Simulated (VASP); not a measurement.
# Mg3W (P6/mmm) in VASP: single point with PBE

Aim: the single point of Mg3W with PBE.

All numbers are computed with VASP 6.6.1; they aren't measurements. Logs are shortened: lines on timing, memory, paths and dates and some standing lists are left out, and cuts for length are marked.

**1. The cell of the first run**

The structure is hexagonal, space group P6/mmm (No. 191). Conventional cell: a = 4.163 Å, b = 4.163 Å, c = 4.447 Å, α = 90.00°, β = 90.00°, γ = 120.00°. Mg (site symmetry -6m2) has 9 Mg at 2.40 to 3.27 Å and 3 W at 2.40 Å within 3.3 Å. Mg (site symmetry 6/mmm) has 2 W at 2.22 Å within 2.9 Å. W (site symmetry 6/mmm) has 8 Mg at 2.22 to 2.40 Å within 2.9 Å.

The cell was generated, and may not be a known phase.

**2. Single point, PBE**

Contents of INCAR:

```
PREC = Accurate
ENCUT = 840
EDIFF = 1E-6
ISMEAR = 0
SIGMA = 0.1
LREAL = F
LASPH = T
NELM = 120
ALGO = Normal
ISIF = 2
LWAVE = F
LCHARG = F
GGA = PE
NBANDS = 30
GGA_COMPAT = F
```

Contents of KPOINTS:

```
regular mesh
0
Gamma
  6 6 4
```

Contents of POSCAR:

```
Mg3W
1.0
    4.1626518800      0.0000000000      0.0000000000
   -2.0813259400      3.6049622800      0.0000000000
    0.0000000000      0.0000000000      4.4465920500
Mg W
3 1
Direct
    0.3333333300      0.6666666700      0.5000000000
    0.6666666700      0.3333333300      0.5000000000
    0.0000000000      0.0000000000      0.0000000000
    0.0000000000      0.0000000000      0.5000000000
```

Potentials or basis: VASP PAW PBE potentials, release 64 (Mg_sv, W_sv).

Started as:

```console
> cat potpaw_PBE.64/Mg_sv/POTCAR potpaw_PBE.64/W_sv/POTCAR > POTCAR
> mpirun -np 1 vasp_std > vasp.out
```

OUTCAR:

```text
PREC = Accurate
   ENCUT = 840
   EDIFF = 1E-6
   ISMEAR = 0
   LREAL = F
   LASPH = T
   NELM = 120
   ISIF = 2
   GGA = PE

 ion  position               nearest neighbor table
   1  0.333  0.667  0.500-   4 2.40   4 2.40   4 2.40
   2  0.667  0.333  0.500-   4 2.40   4 2.40   4 2.40
   3  0.000  0.000  0.000-   4 2.22   4 2.22
   4  0.000  0.000  0.500-   3 2.22   3 2.22   1 2.40   2 2.40   2 2.40   1 2.40   2 2.40   1 2.40

  LATTYP: Found a hexagonal cell.
 ALAT       =     4.1626518800
 C/A-ratio  =     1.0682113658

  Lattice vectors:

 A1 = (   4.1626518800,   0.0000000000,   0.0000000000)
 A2 = (  -2.0813259400,   3.6049622800,   0.0000000000)
 A3 = (   0.0000000000,   0.0000000000,   4.4465920500)

Analysis of symmetry for initial positions (statically):
=====================================================================
 Subroutine PRICEL returns:
 Original cell was already a primitive cell.

 Routine SETGRP: Setting up the symmetry group for a
 hexagonal supercell.

 Subroutine GETGRP returns: Found 24 space group operations
 (whereof 24 operations were pure point group operations)
 out of a pool of 24 trial point group operations.

The static configuration has the point symmetry D_6h.

Analysis of symmetry for dynamics (positions and initial velocities):
=====================================================================
 Subroutine PRICEL returns:
 Original cell was already a primitive cell.

 Routine SETGRP: Setting up the symmetry group for a
 hexagonal supercell.

 Subroutine GETGRP returns: Found 24 space group operations
 (whereof 24 operations were pure point group operations)
 out of a pool of 24 trial point group operations.

The dynamic configuration has the point symmetry D_6h.

 Subroutine INISYM returns: Found 24 space group operations
 (whereof 24 operations are pure point group operations),
 and found     1 'primitive' translations

----------------------------------------------------------------------------------------

                                     Primitive cell

  volume of cell :      66.7265

  direct lattice vectors                    reciprocal lattice vectors
     4.162651880  0.000000000  0.000000000     0.240231475  0.138697706  0.000000000
    -2.081325940  3.604962280  0.000000000     0.000000000  0.277395413  0.000000000
     0.000000000  0.000000000  4.446592050     0.000000000  0.000000000  0.224891330

  length of vectors
     4.162651880  4.162651884  4.446592050     0.277395413  0.277395413  0.224891330

  position of ions in fractional coordinates (direct lattice)
     0.333333330  0.666666670  0.500000000
     0.666666670  0.333333330  0.500000000
     0.000000000  0.000000000  0.000000000
     0.000000000  0.000000000  0.500000000

  ion indices of the primitive-cell ions
   primitive index   ion index
                 1           1
                 2           2
                 3           3
                 4           4

----------------------------------------------------------------------------------------

 KPOINTS: regular mesh

Automatic generation of k-mesh.
 Grid dimensions read from file:
 generate k-points for:    6    6    4

 Generating k-lattice:

  Cartesian coordinates                     Fractional coordinates (reciprocal lattice)
     0.040038579  0.023116284  0.000000000     0.166666667  0.000000000  0.000000000
     0.000000000  0.046232569  0.000000000     0.000000000  0.166666667  0.000000000
     0.000000000  0.000000000  0.056222832     0.000000000  0.000000000  0.250000000

  Length of vectors
     0.046232569  0.046232569  0.056222832

  Shift w.r.t. Gamma in fractional coordinates (k-lattice)
     0.000000000  0.000000000  0.000000000

 Subroutine IBZKPT returns following result:
 ===========================================

 Found     21 irreducible k-points:

 Following reciprocal coordinates:
            Coordinates               Weight
  0.000000  0.000000  0.000000      1.000000
  0.166667 -0.000000  0.000000      6.000000
  0.333333 -0.000000  0.000000      6.000000
  0.500000 -0.000000  0.000000      3.000000
  0.166667  0.166667  0.000000      6.000000
  0.333333  0.166667  0.000000     12.000000
[... 13 lines left out ...]
  0.333333  0.166667  0.500000     12.000000
  0.333333  0.333333  0.500000      2.000000
   k-points           NKPTS =     21   k-points in BZ     NKDIM =     21   number of bands    NBANDS=     30
   number of dos      NEDOS =    301   number of ions     NIONS =      4
   total plane-waves  NPLWV =  67200
   dimension x,y,z NGX =    40 NGY =   40 NGZ =   42
   dimension x,y,z NGXF=    80 NGYF=   80 NGZF=   84
   ions per type =               3   1
   NGX,Y,Z   is equivalent  to a cutoff of  15.98, 15.98, 15.70 a.u.
   NGXF,Y,Z  is equivalent  to a cutoff of  31.95, 31.95, 31.41 a.u.
 SYSTEM =  unknown system
   PREC   = accura    normal or accurate (medium, high low for compatibility)
   ISTART =      0    job   : 0-new  1-cont  2-samecut
   ICHARG =      2    charge: 1-file 2-atom 10-const
   ISPIN  =      1    spin polarized calculation?
   LNONCOLLINEAR =      F non collinear calculations
   LSORBIT =      F    spin-orbit coupling
   LASPH  =      T    aspherical Exc in radial PAW
   ENCUT  =  840.0 eV  61.74 Ry    7.86 a.u.   9.84  9.84 10.51*2*pi/ulx,y,z
   NELM   =    120;   NELMIN=  2; NELMDL= -5     # of ELM steps
   EDIFF  = 0.1E-05   stopping-criterion for ELM
   LREAL  =      F    real-space projection
   EDIFFG = 0.1E-04   stopping-criterion for IOM
   NSW    =      0    number of steps for IOM
   IBRION =     -1    ionic relax: 0-MD 1-quasi-New 2-CG
   NFREE  =      0    steps in history (QN), initial steepest desc. (CG)
   ISIF   =      2    stress and relaxation
   ISYM   =      2    0-nonsym 1-usesym 2-fastsym
   POTIM  = 0.5000    time-step for ionic-motion
   TEBEG  =    0.0;   TEEND  =   0.0 temperature during run
   PSTRESS=    0.0 pullay stress
   NELECT =      44.0000    total number of electrons
   NUPDOWN=      -1.0000    fix difference up-down
   EMIN   =  10.00;   EMAX   =-10.00  energy-range for DOS
   EFERMI =   0.00;   METHOD = LEGACY
   ISMEAR =     0;   SIGMA  =   0.10  broadening in eV -4-tet -1-fermi 0-gaus
   EFERMI_NEDOS =   21; number of points for ismear=-14 and -15
   IALGO  =     38    algorithm
   IMIX   =      4    mixing-type and parameters
     AMIX     =   0.40;   BMIX     =  1.00
     AMIX_MAG =   1.60;   BMIX_MAG =  1.00
  volume/ion in A,a.u.               =      16.68       112.57
  Fermi-wavevector in a.u.,A,eV,Ry     =   1.424928  2.692724 27.625551  2.030421
  Thomas-Fermi vector in A             =   2.545367
   LORBIT       =      0    0 simple, 1 ext, 2 COOP (PROOUT), +10 PAW based schemes
   GGA     = PE    functional components
   LHFCALC =     F    Hartree Fock is set to
   AEXX    =    0.0000 exact exchange contribution
   IVDW    =     0    specifies the selected vdW correction
   LEPSILON=     F    determine dielectric tensor
   LRPA    =     F    only Hartree local field effects (RPA)
 non-spin polarized calculation
 Gauss-broadening in eV      SIGMA  =   0.10
  energy-cutoff  :      840.00
  volume of cell :       66.73
 maximum number of plane-waves:      3708
 NGX is ok and might be reduce to    40
   NGX = 19   NGY = 19   NGZ = 21

 number of electron      43.9999988 magnetization

 Free energy of the ion-electron system (eV)
  ---------------------------------------------------
  ext. energy  EPLUGINS =         0.00000000
  ---------------------------------------------------
  free energy    TOTEN  =        -7.04393675 eV

  energy without entropy =       -7.03039453  energy(sigma->0) =       -7.03716564

 E-fermi :   4.3359     XC(G=0): -10.3977

 val. band max:        4.2749673629   @ k =   0.1667  -0.0000   0.5000
 cond. band min:       4.3371306569   @ k =   0.3333  -0.0000   0.5000
 fundamental gap:      0.0621632940
 Fermi energy:         4.3358537373

 k-point     1 :       0.0000    0.0000    0.0000
  band No.  band energies     occupation
      1     -70.2636      2.00000
      2     -70.0453      2.00000
      3     -69.9780      2.00000
      4     -67.5469      2.00000
      5     -37.2900      2.00000
      6     -36.9608      2.00000
[... 22 lines left out ...]
     29      12.7762      0.00000
     30      13.8107      0.00000

 k-point     2 :       0.1667   -0.0000    0.0000
  band No.  band energies     occupation
      1     -70.2638      2.00000
      2     -70.0408      2.00000
      3     -69.9820      2.00000
      4     -67.5483      2.00000
      5     -37.2897      2.00000
      6     -36.9667      2.00000
[... 22 lines left out ...]
     29      13.4626      0.00000
     30      14.1298      0.00000

 k-point     3 :       0.3333   -0.0000    0.0000
  band No.  band energies     occupation
      1     -70.2637      2.00000
      2     -70.0292      2.00000
      3     -69.9917      2.00000
      4     -67.5509      2.00000
      5     -37.2890      2.00000
      6     -36.9885      2.00000
[... 22 lines left out ...]
     29      12.9760      0.00000
     30      13.5530      0.00000

 k-point     4 :       0.5000   -0.0000    0.0000
  band No.  band energies     occupation
      1     -70.2637      2.00000
      2     -70.0202      2.00000
      3     -69.9998      2.00000
      4     -67.5522      2.00000
      5     -37.2886      2.00000
      6     -37.0005      2.00000
[... 517 lines left out ...]
     29      13.5096      0.00000
     30      14.4484      0.00000

 k-point    20 :       0.3333    0.1667    0.5000
  band No.  band energies     occupation
      1     -70.2591      2.00000
      2     -70.0206      2.00000
      3     -69.9993      2.00000
      4     -67.5588      2.00000
      5     -37.1839      2.00000
      6     -36.9724      2.00000
[... 22 lines left out ...]
     29      13.3004      0.00000
     30      15.6657      0.00000

 k-point    21 :       0.3333    0.3333    0.5000
  band No.  band energies     occupation
      1     -70.2591      2.00000
      2     -70.0097      2.00000
      3     -70.0097      2.00000
      4     -67.5595      2.00000
      5     -37.1839      2.00000
      6     -36.9591      2.00000
[... 22 lines left out ...]
     29      15.3369      0.00000
     30      15.3370      0.00000

------------------------ aborting loop because EDIFF is reached ----------------------------------------

  FORCE on cell =-STRESS in cart. coord.  units (eV):
  Direction    XX          YY          ZZ          XY          YZ          ZX
  --------------------------------------------------------------------------------------
  -------------------------------------------------------------------------------------
  Total       24.0579834     24.0579835     20.9032162      0.0000000      0.0000000     -0.0000000
  in kB      577.6592056    577.6592071    501.9097006      0.0000000      0.0000000     -0.0000000
  external PRESSURE =     552.4093711 kB  Pullay stress =       0.0000000 kB

 VOLUME and BASIS-vectors are now :
 -----------------------------------------------------------------------------
  energy-cutoff  :      840.00
  volume of cell :       66.73
      direct lattice vectors                 reciprocal lattice vectors
     4.162651880  0.000000000  0.000000000     0.240231475  0.138697706  0.000000000
    -2.081325940  3.604962280  0.000000000     0.000000000  0.277395413  0.000000000
     0.000000000  0.000000000  4.446592050     0.000000000  0.000000000  0.224891330

 POSITION                                       TOTAL-FORCE (eV/Angst)
 -----------------------------------------------------------------------------------
     -0.00000      2.40331      2.22330        -0.000000     -0.000000      0.000000
      2.08133      1.20165      2.22330         0.000000      0.000000     -0.000000
      0.00000      0.00000      0.00000        -0.000000      0.000000      0.000000
      0.00000      0.00000      2.22330        -0.000000      0.000000      0.000000
 -----------------------------------------------------------------------------------
    total drift:                                0.000000     -0.000000      0.000000

  FREE ENERGIE OF THE ION-ELECTRON SYSTEM (eV)
  ---------------------------------------------------
  free  energy   TOTEN  =        -7.0439367538 eV

  energy  without entropy=       -7.0303945323  energy(sigma->0) =       -7.03716564
```

Wall time 73 s (1 thread of Intel Xeon Platinum 8259CL at 2.50GHz (Skylake/Cascade Lake), shared host); peak memory 0.29 GiB.

What came out:

```
Free energy            : -7.0439 eV
Pressure               : 55.2 GPa
Band gap on the k mesh : zero (bands 22 and 23 overlap by 0.34 eV)
```

Levels at points of the mesh, in eV from the Fermi level:
```csv
k point,band 20,band 21,band 22,band 23,band 24,band 25
"(0.00, 0.00, 0.00)",-1.66,0.22,0.22,0.66,4.10,4.30
"(0.50, 0.00, 0.00)",-1.31,-0.24,-0.19,0.21,1.40,3.25
"(0.00, 0.00, 0.50)",-1.52,-0.14,-0.14,-0.11,5.64,5.64
"(0.50, 0.00, 0.50)",-0.83,-0.75,-0.71,0.24,0.25,2.39
```

Caveat: the stress differs along the axes, from 50 to 58 GPa; spin-orbit coupling is left out, which moves the levels of the heavy elements.

The gap in the log of VASP goes by the Fermi energy; the results here count the filled bands.